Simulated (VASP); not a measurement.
# Ta3N in VASP: notebook

Ta3N is run at these levels: PBE; tasks: single point.

All numbers are computed with VASP 6.6.1; they aren't measurements. Logs are shortened: lines on timing, memory, paths and dates and some standing lists are left out, and cuts for length are marked.

## 1. The cell of the first run

The cell holds a slab with vacuum, 4 atoms: a = 2.874 Å, b = 2.874 Å, c = 20.027 Å, α = 90.00°, β = 90.00°, γ = 109.47°.

## 2. Single point, PBE

Contents of INCAR:

```
PREC = Accurate ; ENCUT = 520
EDIFF = 1E-7 ; ISMEAR = 0
SIGMA = 0.1 ; LREAL = False
LASPH = True ; NELM = 60
ALGO = Normal ; ISIF = 2
LWAVE = False ; LCHARG = False
LDIPOL = True ; IDIPOL = 3
DIPOL = 0.5 0.5 0.357 ; GGA = PE
NBANDS = 27
```

Contents of KPOINTS:

```
Automatic mesh
0
Gamma
  10 10 1
```

Contents of POSCAR:

```
Ta3N
1.0
    2.8743098524      0.0000000000      0.0000000000
   -0.9581032841      2.7099253172      0.0000000000
    0.0000000000      0.0000000000     20.0266897040
Ta N
3 1
Direct
    0.5000000000      0.5000000000      0.1997334587
    0.0000000000      0.0000000000      0.3127671377
    0.5000000000      0.5000000000      0.4257663064
    0.6666666667      1.1666666667      0.4908563533
```

Potentials or basis: VASP PAW PBE potentials, release 64 (Ta_pv, N).

Command:

```
cat potpaw_PBE.64/Ta_pv/POTCAR potpaw_PBE.64/N/POTCAR > POTCAR
mpirun -np 1 vasp_std > vasp.out
```

OUTCAR:

```text
PREC = Accurate
   ENCUT = 520
   EDIFF = 1E-7
   ISMEAR = 0
   LREAL = False
   LASPH = True
   NELM = 60
   ISIF = 2
   GGA = PE

 ion  position               nearest neighbor table
   1  0.500  0.500  0.200-   2 2.81   2 2.81   2 3.26   2 3.26
   2  0.000  0.000  0.313-   3 2.81   3 2.81   1 2.81   1 2.81   3 3.26   3 3.26   1 3.26   1 3.26

   3  0.500  0.500  0.426-   4 1.78   4 2.23   4 2.61   2 2.81   2 2.81   2 3.26   2 3.26
   4  0.667  0.167  0.491-   3 1.78   3 2.23   3 2.61

  LATTYP: Found a base centered orthorhombic cell.
 ALAT       =     3.3189671341
 B/A-ratio  =     1.4142135623
 C/A-ratio  =     6.0340126596

  Lattice vectors:

 A1 = (   2.8743098524,   0.0000000000,   0.0000000000)
 A2 = (  -0.9581032841,   2.7099253172,   0.0000000000)
 A3 = (   0.0000000000,   0.0000000000,  20.0266897040)

Analysis of symmetry for initial positions (statically):
=====================================================================
 Subroutine PRICEL returns:
 Original cell was already a primitive cell.

 Routine SETGRP: Setting up the symmetry group for a
 base centered orthorhombic supercell.

 Subroutine GETGRP returns: Found  1 space group operations
 (whereof  1 operations were pure point group operations)
 out of a pool of  8 trial point group operations.

The static configuration has the point symmetry C_1 .

Analysis of symmetry for dynamics (positions and initial velocities):
=====================================================================
 Subroutine PRICEL returns:
 Original cell was already a primitive cell.

 Routine SETGRP: Setting up the symmetry group for a
 base centered orthorhombic supercell.

 Subroutine GETGRP returns: Found  1 space group operations
 (whereof  1 operations were pure point group operations)
 out of a pool of  8 trial point group operations.

The dynamic configuration has the point symmetry C_1 .

 Subroutine INISYM returns: Found  1 space group operations
 (whereof  1 operations are pure point group operations),
 and found     1 'primitive' translations

----------------------------------------------------------------------------------------

                                     Primitive cell

  volume of cell :     155.9912

  direct lattice vectors                    reciprocal lattice vectors
     2.874309852  0.000000000  0.000000000     0.347909603  0.123004620  0.000000000
    -0.958103284  2.709925317  0.000000000     0.000000000  0.369013859  0.000000000
     0.000000000  0.000000000 20.026689704     0.000000000  0.000000000  0.049933365

  length of vectors
     2.874309852  2.874309852 20.026689704     0.369013859  0.369013859  0.049933365

  position of ions in fractional coordinates (direct lattice)
     0.500000000  0.500000000  0.199733459
     0.000000000  0.000000000  0.312767138
     0.500000000  0.500000000  0.425766306
     0.666666667  0.166666667  0.490856353

  ion indices of the primitive-cell ions
   primitive index   ion index
                 1           1
                 2           2
                 3           3
                 4           4

----------------------------------------------------------------------------------------

 KPOINTS: Automatic mesh

Automatic generation of k-mesh.
 Grid dimensions read from file:
 generate k-points for:   10   10    1

 Generating k-lattice:

  Cartesian coordinates                     Fractional coordinates (reciprocal lattice)
     0.034790960  0.012300462  0.000000000     0.100000000  0.000000000  0.000000000
     0.000000000  0.036901386  0.000000000     0.000000000  0.100000000  0.000000000
     0.000000000  0.000000000  0.049933365     0.000000000  0.000000000  1.000000000

  Length of vectors
     0.036901386  0.036901386  0.049933365

  Shift w.r.t. Gamma in fractional coordinates (k-lattice)
     0.000000000  0.000000000  0.000000000

 Subroutine IBZKPT returns following result:
 ===========================================

 Found     52 irreducible k-points:

 Following reciprocal coordinates:
            Coordinates               Weight
  0.000000  0.000000  0.000000      1.000000
  0.100000  0.000000  0.000000      2.000000
  0.000000  0.100000  0.000000      2.000000
  0.200000  0.000000  0.000000      2.000000
  0.000000  0.200000  0.000000      2.000000
  0.300000  0.000000  0.000000      2.000000
[... 16 lines left out ...]
 -0.300000  0.100000  0.000000      2.000000
  0.100000 -0.300000  0.000000      2.000000
 [... further k-points ...]
   k-points           NKPTS =     52   k-points in BZ     NKDIM =     52   number of bands    NBANDS=     27
   number of dos      NEDOS =    301   number of ions     NIONS =      4
   total plane-waves  NPLWV =  86400
   dimension x,y,z NGX =    24 NGY =   24 NGZ =  150
   dimension x,y,z NGXF=    48 NGYF=   48 NGZF=  300
   ions per type =               3   1
   NGX,Y,Z   is equivalent  to a cutoff of  13.88, 13.88, 12.45 a.u.
   NGXF,Y,Z  is equivalent  to a cutoff of  27.76, 27.76, 24.90 a.u.
 SYSTEM =  unknown system
   PREC   = accura    normal or accurate (medium, high low for compatibility)
   ISTART =      0    job   : 0-new  1-cont  2-samecut
   ICHARG =      2    charge: 1-file 2-atom 10-const
   ISPIN  =      1    spin polarized calculation?
   LNONCOLLINEAR =      F non collinear calculations
   LSORBIT =      F    spin-orbit coupling
   LASPH  =      T    aspherical Exc in radial PAW
   ENCUT  =  520.0 eV  38.22 Ry    6.18 a.u.   5.34  5.34 37.24*2*pi/ulx,y,z
   NELM   =     60;   NELMIN=  2; NELMDL= -5     # of ELM steps
   EDIFF  = 0.1E-06   stopping-criterion for ELM
   LREAL  =      F    real-space projection
   EDIFFG = 0.1E-05   stopping-criterion for IOM
   NSW    =      0    number of steps for IOM
   IBRION =     -1    ionic relax: 0-MD 1-quasi-New 2-CG
   NFREE  =      0    steps in history (QN), initial steepest desc. (CG)
   ISIF   =      2    stress and relaxation
   ISYM   =      2    0-nonsym 1-usesym 2-fastsym
   POTIM  = 0.5000    time-step for ionic-motion
   TEBEG  =    0.0;   TEEND  =   0.0 temperature during run
   PSTRESS=    0.0 pullay stress
   NELECT =      38.0000    total number of electrons
   NUPDOWN=      -1.0000    fix difference up-down
   EMIN   =  10.00;   EMAX   =-10.00  energy-range for DOS
   EFERMI =   0.00;   METHOD = LEGACY
   ISMEAR =     0;   SIGMA  =   0.10  broadening in eV -4-tet -1-fermi 0-gaus
   EFERMI_NEDOS =   21; number of points for ismear=-14 and -15
   IALGO  =     38    algorithm
   IMIX   =      4    mixing-type and parameters
     AMIX     =   0.40;   BMIX     =  1.00
     AMIX_MAG =   1.60;   BMIX_MAG =  1.00
  volume/ion in A,a.u.               =      39.00       263.17
  Fermi-wavevector in a.u.,A,eV,Ry     =   1.022436  1.932123 14.223187  1.045375
  Thomas-Fermi vector in A             =   2.156115
   LORBIT       =      0    0 simple, 1 ext, 2 COOP (PROOUT), +10 PAW based schemes
   GGA     = PE    functional components
   LHFCALC =     F    Hartree Fock is set to
   AEXX    =    0.0000 exact exchange contribution
   IVDW    =     0    specifies the selected vdW correction
   LEPSILON=     F    determine dielectric tensor
   LRPA    =     F    only Hartree local field effects (RPA)
 non-spin polarized calculation
 Gauss-broadening in eV      SIGMA  =   0.10
  energy-cutoff  :      520.00
  volume of cell :      155.99
 maximum number of plane-waves:      4238
 NGX is ok and might be reduce to    24
   NGX = 11   NGY = 11   NGZ = 75

 dipolmoment           0.000000      0.000000     -0.032007 electrons x Angstroem

 number of electron      37.9999996 magnetization

 dipolmoment           0.000000      0.000000      0.119646 electrons x Angstroem

 Free energy of the ion-electron system (eV)
  ---------------------------------------------------
  ext. energy  EPLUGINS =         0.00000000
  ---------------------------------------------------
  free energy    TOTEN  =       -41.64931756 eV

  energy without entropy =      -41.62171534  energy(sigma->0) =      -41.63551645

 E-fermi :  -1.6648     XC(G=0):  -5.7545

 val. band max:       -1.6698551087   @ k =  -0.4000   0.4000   0.0000
 cond. band min:      -1.6526394115   @ k =   0.3000   0.2000   0.0000
 fundamental gap:      0.0172156972
 Fermi energy:        -1.6647605738

 k-point     1 :       0.0000    0.0000    0.0000
  band No.  band energies     occupation
      1     -35.9774      2.00000
      2     -35.6218      2.00000
      3     -35.3159      2.00000
      4     -35.1030      2.00000
      5     -35.0962      2.00000
      6     -35.0081      2.00000
[... 19 lines left out ...]
     26       2.1819      0.00000
     27       2.3177      0.00000

 k-point     2 :       0.1000    0.0000    0.0000
  band No.  band energies     occupation
      1     -35.9554      2.00000
      2     -35.6285      2.00000
      3     -35.3541      2.00000
      4     -35.1748      2.00000
      5     -35.1376      2.00000
      6     -35.0281      2.00000
[... 19 lines left out ...]
     26       2.2023      0.00000
     27       2.2953      0.00000

 k-point     3 :       0.0000    0.1000    0.0000
  band No.  band energies     occupation
      1     -35.9550      2.00000
      2     -35.6288      2.00000
      3     -35.3604      2.00000
      4     -35.1887      2.00000
      5     -35.1317      2.00000
      6     -35.0209      2.00000
[... 594 lines left out ...]
      1     -35.8709      2.00000
      2     -35.7379      2.00000
      3     -35.6282      2.00000
      4     -35.5332      2.00000
      5     -35.2878      2.00000
      6     -35.2041      2.00000
[... 19 lines left out ...]
     26       2.3307      0.00000
     27       2.7694      0.00000

 k-point    24 :       0.1000   -0.3000    0.0000
  band No.  band energies     occupation
      1     -35.8772      2.00000
      2     -35.7536      2.00000
      3     -35.6899      2.00000
      4     -35.5259      2.00000
      5     -35.2669      2.00000
      6     -35.1939      2.00000
[... 19 lines left out ...]
     26       2.2133      0.00000
     27       2.7912      0.00000

 [... further k-points ...]

------------------------ aborting loop because EDIFF is reached ----------------------------------------

 vacuum level on the upper side and lower side of the slab       (xc-potential included)         1.259        -1.515

  FORCE on cell =-STRESS in cart. coord.  units (eV):
  Direction    XX          YY          ZZ          XY          YZ          ZX
  --------------------------------------------------------------------------------------
  -------------------------------------------------------------------------------------
  Total        3.1080014      3.1765115      3.5259364     -3.0666506     -2.7544196      2.6626000
  in kB       31.9221193     32.6257832     36.2147073    -31.4974074    -28.2904991     27.3474246
  external PRESSURE =      33.5875366 kB  Pullay stress =       0.0000000 kB

 VOLUME and BASIS-vectors are now :
 -----------------------------------------------------------------------------
  energy-cutoff  :      520.00
  volume of cell :      155.99
      direct lattice vectors                 reciprocal lattice vectors
     2.874309852  0.000000000  0.000000000     0.347909603  0.123004620  0.000000000
    -0.958103284  2.709925317  0.000000000     0.000000000  0.369013859  0.000000000
     0.000000000  0.000000000 20.026689704     0.000000000  0.000000000  0.049933365

 POSITION                                       TOTAL-FORCE (eV/Angst)
 -----------------------------------------------------------------------------------
      0.95810      1.35496      4.00000         0.010685     -0.017364      0.212376
      0.00000      0.00000      6.26369        -0.095176     -0.207425     -1.866511
      0.95810      1.35496      8.52669        -1.830895      2.759184      1.431041
      1.75652      0.45165      9.83023         1.915386     -2.534395      0.223094
 -----------------------------------------------------------------------------------
    total drift:                                0.000045     -0.000005     -0.000021

  FREE ENERGIE OF THE ION-ELECTRON SYSTEM (eV)
  ---------------------------------------------------
  free  energy   TOTEN  =       -41.6493175607 eV

  energy  without entropy=      -41.6217153373  energy(sigma->0) =      -41.63551645

 vacuum level on the upper side and lower side of the slab         5.823         2.979
```

Wall time 3.1 min (1 thread of Intel Xeon 6975P-C (Granite Rapids), shared host); peak memory 0.37 GiB.

Results:

```
Free energy            : -41.6493 eV
Largest force          : 3.607 eV/Å
Band gap on the k mesh : zero (band 19 reaches -1.33 eV, above the bottom of band 20 at -1.92 eV)
```

Forces in eV/Å, atoms in the order of the input:
```
Ta   0.011 -0.017  0.212
Ta  -0.095 -0.207 -1.867
Ta  -1.831  2.759  1.431
N    1.915 -2.534  0.223
```

Caveat: spin-orbit coupling is left out, which moves the levels of the heavy elements.

## 3. Single point, PBE

Contents of INCAR:

```
SYSTEM = Ta3N
PREC = Accurate ; ENCUT = 520
EDIFF = 1E-6 ; ISMEAR = 0
SIGMA = 0.1 ; LREAL = .FALSE.
LASPH = .TRUE. ; NELM = 60
ALGO = Normal ; ISIF = 2
LWAVE = .FALSE. ; LCHARG = .FALSE.
LDIPOL = .TRUE. ; IDIPOL = 3
DIPOL = 0.5 0.5 0.354 ; GGA = PE
NBANDS = 27
```

Contents of KPOINTS:

```
Automatic mesh
0
G
  10 10 1
  0 0 0
```

POSCAR, as its differences from that of step 2:

```diff
@@ -11,2 +11,2 @@
     0.5000000000      0.5000000000      0.4257663064
-    0.6666666667      1.1666666667      0.4908563533
+    0.8333333333      1.0000000000      0.4792877489
```

Potentials or basis: VASP PAW PBE potentials, release 64 (Ta_pv, N).

Command:

```
cat potpaw_PBE.64/Ta_pv/POTCAR potpaw_PBE.64/N/POTCAR > POTCAR
mpirun -np 1 vasp_std > vasp.out
```

Run time: 2.7 min. Hardware: 1 thread of Intel Xeon 6975P-C (Granite Rapids), shared host; peak memory 0.37 GiB.

Results (log left out):

| Property | Result |
| --- | --- |
| Free energy | -42.3544 eV |
| Largest force | 4.016 eV/Å |
| Band gap on the k mesh | zero (band 19 reaches 0.19 eV, above the bottom of band 20 at -1.52 eV) |

Forces on the atoms (eV/Å):
```
Ta   0.041 -0.060  0.340
Ta   0.069 -0.013 -1.807
Ta  -0.999 -3.667  1.297
N    0.889  3.740  0.170
```

Levels at points of the mesh, in eV from the Fermi level:
```csv
k point,band 16,band 17,band 18,band 19,band 20,band 21,band 22,band 23
"(0.00, 0.00, 0.00)",-1.35,-1.09,-0.24,-0.05,0.46,0.89,1.61,2.18
"(0.50, 0.00, 0.00)",-1.70,-1.43,-1.16,-0.26,1.06,1.50,3.20,3.48
"(0.00, 0.50, 0.00)",-1.71,-1.49,-0.75,-0.44,0.08,1.19,3.01,3.41
"(0.50, 0.50, 0.00)",-2.97,-1.23,-0.66,1.41,1.88,2.07,2.61,4.05
```

Caveat: spin-orbit coupling is left out, which moves the levels of the heavy elements.

## 4. Single point, PBE

Contents of INCAR:

```
ALGO = Normal ; DIPOL = 0.5 0.5 0.356
EDIFF = 1E-7 ; ENCUT = 520
GGA = PE ; IDIPOL = 3
ISIF = 2 ; ISMEAR = 0
LASPH = T ; LCHARG = F
LDIPOL = T ; LREAL = F
LWAVE = F ; NBANDS = 27
NELM = 60 ; PREC = Accurate
SIGMA = 0.1
```

Contents of KPOINTS:

```
k-points
0
Gamma
  10 10 1
```

POSCAR, as its differences from that of step 3:

```diff
@@ -11,2 +11,2 @@
     0.5000000000      0.5000000000      0.4257663064
-    0.8333333333      1.0000000000      0.4792877489
+    0.6666666667      1.0000000000      0.4853215485
```

Command:

```
cat potpaw_PBE.64/Ta_pv/POTCAR potpaw_PBE.64/N/POTCAR > POTCAR
mpirun -np 1 vasp_std > vasp.out
```

Run time: 2.9 min. Hardware: 1 thread of Intel Xeon 6975P-C (Granite Rapids), shared host; peak memory 0.38 GiB.

Results (log left out):

```yaml
Free_energy: -42.0026 eV
Largest_force: 3.204 eV/Å
Band_gap_on_the_k_mesh: zero (band 19 reaches -0.56 eV, above the bottom of band 20 at -1.84 eV)
```

Forces in eV/Å, atoms in the order of the input:
```
Ta   0.070 -0.021  0.245
Ta   0.064 -0.157 -1.806
Ta  -0.348 -2.877  1.368
N    0.214  3.054  0.193
```

Levels at points of the mesh, in eV from the Fermi level:
```
           k point  band 16  band 17  band 18  band 19  band 20  band 21  band 22  band 23
(0.00, 0.00, 0.00)    -1.26    -0.89    -0.09    -0.01     0.70     1.24     1.30     2.60
(0.50, 0.00, 0.00)    -1.74    -1.27    -0.94    -0.21     1.17     2.14     3.40     3.53
(0.00, 0.50, 0.00)    -1.53    -1.34    -0.63    -0.17     0.25     1.27     3.11     3.52
(0.50, 0.50, 0.00)    -1.90    -1.16    -0.56     0.88     1.50     2.04     2.56     3.68
```

Caveat: spin-orbit coupling is left out, which moves the levels of the heavy elements.
